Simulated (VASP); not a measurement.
# Ge (Fd-3m) in VASP: further runs

Ge is run at these levels: PBE, PBE-based global hybrid with 50 % exact exchange, PBEsol+D4; tasks: single point.

Program: VASP 6.6.1. These are calculated values, not measurements. Logs are shortened: lines on timing, memory, paths and dates and some standing lists are left out, and cuts for length are marked.

**The experiment to reproduce.**

From “Electronic and optical properties of SixGe1-x-ySny alloys lattice-matched to Ge”, 2021, arxiv:2109.02782, for a bulk crystal of Ge at 300 K: band gap 0.807 eV (direct).

The results are compared with them further down.

## (1) The cell of the first run

It takes space group Fd-3m (No. 227, cubic). The conventional cell has a = 5.658 Å, b = 5.658 Å, c = 5.658 Å, α = 90.00°, β = 90.00°, γ = 90.00°. Ge (site symmetry -43m) has 4 Ge at 2.45 Å within 3.2 Å.

## (2) Single point, PBE, non-collinear spin, zero start, spin-orbit coupling

Input file INCAR:

```
SYSTEM = Ge
  PREC = Accurate
  ENCUT = 520
  EDIFF = 1E-6
  ISMEAR = -1
  SIGMA = 0.05
  LREAL = .FALSE.
  LASPH = .TRUE.
  NELM = 150
  ALGO = Normal
  ISIF = 2
  LWAVE = .FALSE.
  LCHARG = .FALSE.
  MAGMOM = 0 0 0 0 0 0
  LORBIT = 11
  LSORBIT = .TRUE.
  GGA_COMPAT = .FALSE.
  LORBMOM = .TRUE.
  GGA = PE
  NBANDS = 40
```

Input file KPOINTS:

```
regular mesh
0
G
  8 8 8
  0 0 0
```

Input file POSCAR:

```
Ge
1.0
    0.0000000000      2.8289100000      2.8289100000
    2.8289100000      0.0000000000      2.8289100000
    2.8289100000      2.8289100000      0.0000000000
Ge
2
Direct
    0.7500000000      0.7500000000      0.7500000000
    0.5000000000      0.5000000000      0.5000000000
```

Potentials or basis: VASP PAW PBE potentials, release 64 (Ge_d).

On the command line:

```console
cat potpaw_PBE.64/Ge_d/POTCAR > POTCAR
mpirun -np 1 vasp_ncl > vasp.out
```

OUTCAR:

```text
SYSTEM = Ge
   PREC = Accurate
   ENCUT = 520
   EDIFF = 1E-6
   ISMEAR = -1
   LREAL = .FALSE.
   LASPH = .TRUE.
   NELM = 150
   ISIF = 2
   LORBIT = 11
   LSORBIT = .TRUE.
   GGA = PE

 ion  position               nearest neighbor table
   1  0.750  0.750  0.750-   2 2.45   2 2.45   2 2.45   2 2.45
   2  0.500  0.500  0.500-   1 2.45   1 2.45   1 2.45   1 2.45

  LATTYP: Found a face centered cubic cell.
 ALAT       =     5.6578200000

  Lattice vectors:

 A1 = (   0.0000000000,   2.8289100000,   2.8289100000)
 A2 = (   2.8289100000,   0.0000000000,   2.8289100000)
 A3 = (   2.8289100000,   2.8289100000,   0.0000000000)

Analysis of symmetry for initial positions (statically):
=====================================================================
 Subroutine PRICEL returns:
 Original cell was already a primitive cell.

 Routine SETGRP: Setting up the symmetry group for a
 face centered cubic supercell.

 Subroutine GETGRP returns: Found 48 space group operations
 (whereof 24 operations were pure point group operations)
 out of a pool of 48 trial point group operations.

The static configuration has the point symmetry T_d .
 The point group associated with its full space group is O_h .

Analysis of symmetry for dynamics (positions and initial velocities):
=====================================================================
 Subroutine PRICEL returns:
 Original cell was already a primitive cell.

 Routine SETGRP: Setting up the symmetry group for a
 face centered cubic supercell.

 Subroutine GETGRP returns: Found 48 space group operations
 (whereof 24 operations were pure point group operations)
 out of a pool of 48 trial point group operations.

The dynamic configuration has the point symmetry T_d .
 The point group associated with its full space group is O_h .

Analysis of structural, dynamic, and magnetic symmetry:
=====================================================================
 Subroutine PRICEL returns:
 Original cell was already a primitive cell.

 Routine SETGRP: Setting up the symmetry group for a
 face centered cubic supercell.

 Subroutine GETGRP returns: Found 48 space group operations
 (whereof 24 operations were pure point group operations)
 out of a pool of 48 trial point group operations.

The overall configuration has the point symmetry T_d .
 The point group associated with its full space group is O_h .

 Subroutine INISYM returns: Found 48 space group operations
 (whereof 24 operations are pure point group operations),
 and found     1 'primitive' translations

----------------------------------------------------------------------------------------

                                     Primitive cell

  volume of cell :      45.2780

  direct lattice vectors                    reciprocal lattice vectors
     0.000000000  2.828910000  2.828910000    -0.176746521  0.176746521  0.176746521
     2.828910000  0.000000000  2.828910000     0.176746521 -0.176746521  0.176746521
     2.828910000  2.828910000  0.000000000     0.176746521  0.176746521 -0.176746521

  length of vectors
     4.000682889  4.000682889  4.000682889     0.306133954  0.306133954  0.306133954

  position of ions in fractional coordinates (direct lattice)
     0.750000000  0.750000000  0.750000000
     0.500000000  0.500000000  0.500000000

  ion indices of the primitive-cell ions
   primitive index   ion index
                 1           1
                 2           2

----------------------------------------------------------------------------------------

 KPOINTS: regular mesh

Automatic generation of k-mesh.
 Grid dimensions read from file:
 generate k-points for:    8    8    8

 Generating k-lattice:

  Cartesian coordinates                     Fractional coordinates (reciprocal lattice)
    -0.022093315  0.022093315  0.022093315     0.125000000  0.000000000  0.000000000
[... 90 lines left out ...]
  energy-cutoff  :      520.00
  volume of cell :       45.28
 maximum number of plane-waves:      2486
 NGX is ok and might be reduce to    30
   NGX = 15   NGY = 15   NGZ = 15

 number of electron      28.0000022 magnetization      -0.0000000      0.0000000     -0.0000000

 number of electron      28.0000022 magnetization       0.0000000      0.0000000      0.0000000

 number of electron      28.0000022 magnetization       0.0000000      0.0000000     -0.0000000

 Free energy of the ion-electron system (eV)
  ---------------------------------------------------
  ext. energy  EPLUGINS =         0.00000000
  ---------------------------------------------------
  free energy    TOTEN  =        -9.01752925 eV

  energy without entropy =       -9.01677079  energy(sigma->0) =       -9.01715002

 E-fermi :   5.0721     XC(G=0):  -9.9229

 val. band max:        5.0296919843   @ k =   0.0000   0.0000   0.0000
 cond. band min:       5.0905551472   @ k =   0.0000   0.0000   0.0000
 fundamental gap:      0.0608631629
 Fermi energy:         5.0721120247

 k-point     1 :       0.0000    0.0000    0.0000
  band No.  band energies     occupation
      1     -20.0880      1.00000
      2     -20.0880      1.00000
      3     -20.0880      1.00000
      4     -20.0880      1.00000
      5     -20.0252      1.00000
      6     -20.0252      1.00000
[... 1021 lines left out ...]
     39      15.9584      0.00000
     40      15.9584      0.00000

 [... further k-points ...]
[... 5 lines left out ...]
  --------------------------------------------------------------------------------------
  -------------------------------------------------------------------------------------
  Total        1.0183467      1.0183467      1.0183467      0.0000000      0.0000000      0.0000000
  in kB       36.0345297     36.0345297     36.0345297      0.0000000      0.0000000      0.0000000
  external PRESSURE =      36.0345297 kB  Pullay stress =       0.0000000 kB

 VOLUME and BASIS-vectors are now :
 -----------------------------------------------------------------------------
  energy-cutoff  :      520.00
  volume of cell :       45.28
      direct lattice vectors                 reciprocal lattice vectors
     0.000000000  2.828910000  2.828910000    -0.176746521  0.176746521  0.176746521
     2.828910000  0.000000000  2.828910000     0.176746521 -0.176746521  0.176746521
     2.828910000  2.828910000  0.000000000     0.176746521  0.176746521 -0.176746521

 POSITION                                       TOTAL-FORCE (eV/Angst)
 -----------------------------------------------------------------------------------
      4.24336      4.24336      4.24336        -0.000000     -0.000000     -0.000000
      2.82891      2.82891      2.82891         0.000000      0.000000      0.000000
 -----------------------------------------------------------------------------------
    total drift:                                0.000000      0.000000      0.000000

  FREE ENERGIE OF THE ION-ELECTRON SYSTEM (eV)
  ---------------------------------------------------
  free  energy   TOTEN  =        -9.0175292520 eV

  energy  without entropy=       -9.0167707921  energy(sigma->0) =       -9.01715002

 orbital moment (x)

 # of ion     p       d       tot
 ----------------------------------------
  1        -0.000  -0.000  -0.000
  2        -0.000  -0.000  -0.000
 ----------------------------------------
           -0.000  -0.000  -0.000

 orbital moment (y)

 # of ion     p       d       tot
 ----------------------------------------
  1        -0.000   0.000  -0.000
  2        -0.000   0.000  -0.000
 ----------------------------------------
           -0.000   0.000  -0.000

 orbital moment (z)

 # of ion     p       d       tot
 ----------------------------------------
  1         0.000   0.000   0.000
  2        -0.000   0.000  -0.000
 ----------------------------------------
           -0.000   0.000  -0.000

 Spin-Orbit-Coupling matrix elements

 Ion:    1  E_soc:     -0.0183920
 l=   1
     0.0000000    -0.0021148    -0.0021148
    -0.0021148     0.0000000    -0.0021148
    -0.0021148    -0.0021148     0.0000000
 l=   2
     0.0000000    -0.0001898     0.0000000    -0.0001898    -0.0007607
    -0.0001898     0.0000000    -0.0005705    -0.0001898    -0.0001902
     0.0000000    -0.0005705     0.0000000    -0.0005705     0.0000000
    -0.0001898    -0.0001898    -0.0005705     0.0000000    -0.0001902
    -0.0007607    -0.0001902     0.0000000    -0.0001902     0.0000000
 l=   3
     0.0000000     0.0000000     0.0000000     0.0000000     0.0000000     0.0000000     0.0000000
     0.0000000     0.0000000     0.0000000     0.0000000     0.0000000     0.0000000     0.0000000
     0.0000000     0.0000000     0.0000000     0.0000000     0.0000000     0.0000000     0.0000000
     0.0000000     0.0000000     0.0000000     0.0000000     0.0000000     0.0000000     0.0000000
     0.0000000     0.0000000     0.0000000     0.0000000     0.0000000     0.0000000     0.0000000
     0.0000000     0.0000000     0.0000000     0.0000000     0.0000000     0.0000000     0.0000000
     0.0000000     0.0000000     0.0000000     0.0000000     0.0000000     0.0000000     0.0000000

 Ion:    2  E_soc:     -0.0183920
 l=   1
     0.0000000    -0.0021148    -0.0021148
    -0.0021148     0.0000000    -0.0021148
    -0.0021148    -0.0021148     0.0000000
 l=   2
     0.0000000    -0.0001898     0.0000000    -0.0001898    -0.0007607
    -0.0001898     0.0000000    -0.0005705    -0.0001898    -0.0001902
     0.0000000    -0.0005705     0.0000000    -0.0005705     0.0000000
    -0.0001898    -0.0001898    -0.0005705     0.0000000    -0.0001902
    -0.0007607    -0.0001902     0.0000000    -0.0001902     0.0000000
 l=   3
     0.0000000     0.0000000     0.0000000     0.0000000     0.0000000     0.0000000     0.0000000
     0.0000000     0.0000000     0.0000000     0.0000000     0.0000000     0.0000000     0.0000000
     0.0000000     0.0000000     0.0000000     0.0000000     0.0000000     0.0000000     0.0000000
     0.0000000     0.0000000     0.0000000     0.0000000     0.0000000     0.0000000     0.0000000
     0.0000000     0.0000000     0.0000000     0.0000000     0.0000000     0.0000000     0.0000000
     0.0000000     0.0000000     0.0000000     0.0000000     0.0000000     0.0000000     0.0000000
     0.0000000     0.0000000     0.0000000     0.0000000     0.0000000     0.0000000     0.0000000

 total charge

# of ion       s       p       d       tot
------------------------------------------
    1        1.129   1.266  10.024  12.419
    2        1.129   1.266  10.024  12.419
--------------------------------------------------
tot          2.258   2.532  20.048  24.837

 magnetization (x)

# of ion       s       p       d       tot
------------------------------------------
    1        0.000   0.000   0.000   0.000
    2       -0.000   0.000   0.000  -0.000
--------------------------------------------------
tot          0.000   0.000   0.000   0.000

 magnetization (y)

# of ion       s       p       d       tot
------------------------------------------
    1        0.000   0.000   0.000   0.000
    2        0.000   0.000   0.000   0.000
--------------------------------------------------
tot          0.000   0.000   0.000   0.000

 magnetization (z)

# of ion       s       p       d       tot
------------------------------------------
    1        0.000   0.000  -0.000   0.000
    2       -0.000   0.000  -0.000   0.000
--------------------------------------------------
tot         -0.000   0.000  -0.000   0.000
```

It took 1.8 min on 1 thread of AMD EPYC 7R43 (Zen 3), shared host; peak memory 0.27 GiB.

What came out:

- Free energy: -9.0175 eV
- Pressure: 3.6 GPa
- Net moment: 0.00 μB per cell
- Valence electrons inside the program's atomic spheres: Ge 12.42

Moments on the atoms (μB; x, y, z):
```
Ge  0.00 0.00 0.00
Ge  0.00 0.00 0.00
```

Caveat: the cell stands under pressure.

## (3) Single point, PBE-based global hybrid with 50 % exact exchange

POSCAR is that of step 2.

Input file INCAR.step1:

```
PREC = Accurate
ENCUT = 520
EDIFF = 1E-5
ISMEAR = -1
SIGMA = 0.05
LREAL = False
LASPH = True
NELM = 60
ALGO = Normal
ISIF = 2
LWAVE = True
NBANDS = 21
GGA = PE
```

Input file INCAR.step2:

```
PREC = Accurate
ENCUT = 520
EDIFF = 1E-6
ISMEAR = -1
SIGMA = 0.05
LREAL = False
LASPH = True
NELM = 60
ALGO = Normal
ISIF = 2
LWAVE = False
LCHARG = True
GGA = PE
LHFCALC = True
AEXX = 0.5
PRECFOCK = Normal
LELF = True
LVHAR = True
NBANDS = 21
ISTART = 1
```

Input file KPOINTS:

```
Automatic mesh
0
Gamma
  5 5 5
```

Potentials or basis: VASP PAW PBE potentials, release 64 (Ge_d).

On the command line:

```console
cat potpaw_PBE.64/Ge_d/POTCAR > POTCAR
cp INCAR.step1 INCAR
mpirun -np 1 vasp_std > vasp.out
cp INCAR.step2 INCAR
mpirun -np 1 vasp_std > vasp.out
```

It took 83 min on 1 thread of Intel Xeon 8259CL, shared host; peak memory 0.18 GiB.

It converged, with:

```yaml
Free_energy: -14.5270 eV
Pressure: -1.7 GPa
Band_gap_on_the_k_mesh: 3.02 eV (least direct gap 3.28 eV)
```

Levels at points of the mesh, in eV from the valence-band top:
```csv
k point,band 12,band 13,band 14,band 15,band 16,band 17
"(0.00, 0.00, 0.00)",0.00,0.00,0.00,3.28,5.38,5.38
```

Caveat: the PAW data sets were made with another functional, which shifts forces and pressure a little; an odd mesh through Γ misses points on the zone boundary, where band edges can lie.

## (4) Single point, PBE

Input file INCAR:

```
SYSTEM = Ge
  ALGO = Normal
  EDIFF = 1E-7
  ENCUT = 520
  GGA = PE
  ISIF = 2
  ISMEAR = 0
  LASPH = .TRUE.
  LCHARG = .FALSE.
  LREAL = .FALSE.
  LWAVE = .FALSE.
  NBANDS = 21
  NELM = 100
  PREC = Accurate
  SIGMA = 0.020999999999999998
```

Input file KPOINTS:

```
k-points
0
G
  8 8 8
  0 0 0
```

POSCAR is that of step 3.

Potentials or basis: VASP PAW PBE potentials, release 64 (Ge_d).

On the command line:

```console
cat potpaw_PBE.64/Ge_d/POTCAR > POTCAR
mpirun -np 1 vasp_std > vasp.out
```

OUTCAR:

```text
SYSTEM = Ge
   EDIFF = 1E-7
   ENCUT = 520
   GGA = PE
   ISIF = 2
   ISMEAR = 0
   LASPH = .TRUE.
   LREAL = .FALSE.
   NELM = 100
   PREC = Accurate

 ion  position               nearest neighbor table
   1  0.750  0.750  0.750-   2 2.45   2 2.45   2 2.45   2 2.45
   2  0.500  0.500  0.500-   1 2.45   1 2.45   1 2.45   1 2.45

  LATTYP: Found a face centered cubic cell.
 ALAT       =     5.6578200000

  Lattice vectors:

 A1 = (   0.0000000000,   2.8289100000,   2.8289100000)
[... 764 lines left out ...]

------------------------ aborting loop because EDIFF is reached ----------------------------------------

  FORCE on cell =-STRESS in cart. coord.  units (eV):
  Direction    XX          YY          ZZ          XY          YZ          ZX
  --------------------------------------------------------------------------------------
  -------------------------------------------------------------------------------------
  Total        0.9917368      0.9917368      0.9917368      0.0000000     -0.0000000      0.0000000
  in kB       35.0929311     35.0929311     35.0929311      0.0000000     -0.0000000      0.0000000
  external PRESSURE =      35.0929311 kB  Pullay stress =       0.0000000 kB

 VOLUME and BASIS-vectors are now :
 -----------------------------------------------------------------------------
  energy-cutoff  :      520.00
  volume of cell :       45.28
      direct lattice vectors                 reciprocal lattice vectors
     0.000000000  2.828910000  2.828910000    -0.176746521  0.176746521  0.176746521
     2.828910000  0.000000000  2.828910000     0.176746521 -0.176746521  0.176746521
     2.828910000  2.828910000  0.000000000     0.176746521  0.176746521 -0.176746521

 POSITION                                       TOTAL-FORCE (eV/Angst)
 -----------------------------------------------------------------------------------
      4.24336      4.24336      4.24336         0.000000     -0.000000     -0.000000
      2.82891      2.82891      2.82891        -0.000000      0.000000      0.000000
 -----------------------------------------------------------------------------------
    total drift:                                0.000000     -0.000000     -0.000000

  FREE ENERGIE OF THE ION-ELECTRON SYSTEM (eV)
  ---------------------------------------------------
  free  energy   TOTEN  =        -8.9988433328 eV

  energy  without entropy=       -8.9988043800  energy(sigma->0) =       -8.99882386
```

stdout:

```text
POSCAR found type information on POSCAR Ge
 POSCAR found :  1 types and       2 ions
 scaLAPACK will be used
 LDA part: xc-table for (Slater+PW92), standard interpolation
 POSCAR, INCAR and KPOINTS ok, starting setup
 FFT: planning ... GRIDC
 FFT: planning ... GRID_SOFT
 FFT: planning ... GRID
 WAVECAR not read
 entering main loop
```

Wall time 47 s (1 thread of Intel Xeon 8259CL, shared host); peak memory 0.17 GiB.

Results:

- Free energy: -8.9988 eV
- Pressure: 3.5 GPa
- Band gap on the k mesh: 0.03 eV

Caveat: the cell stands under pressure; semilocal functionals underestimate gaps, and a narrow one can read as zero.

(Continued in part 2 of 2.)
